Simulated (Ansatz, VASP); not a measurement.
GaP in VASP and in Ansatz

```xyz
2
Lattice="0.0000 2.7253 2.7253 2.7253 0.0000 2.7253 2.7253 2.7253 0.0000" Properties=species:S:1:pos:R:3 pbc="T T T"
Ga    0.0000    0.0000    0.0000
P     1.3626    1.3626    1.3626
```

Alike in both runs: task relaxation of cell and atoms; functional PBE; k mesh 8 × 8 × 8; occupations gaussian, width 0.02 eV; no spin polarisation.

|  | VASP | Ansatz |
| --- | --- | --- |
| version | VASP 6.6.1 | Ansatz 0.2.0 |
| potentials or method | VASP PAW PBE potentials, release 64 (Ga_d, P), cutoff 600 eV | scalar-relativistic, plane waves, PAW |
| valence electrons in the cell | 18 | 18 |

```csv
,VASP,Ansatz,Ansatz less VASP
"gap on the k mesh at the Fermi level, each at its own relaxed structure (eV)",1.58,1.58,+0.004
relaxed volume (Å³/atom),20.86,20.85,-0.003
relaxed cell length with the largest relative difference (Å),3.893,3.893,-0.0002
```
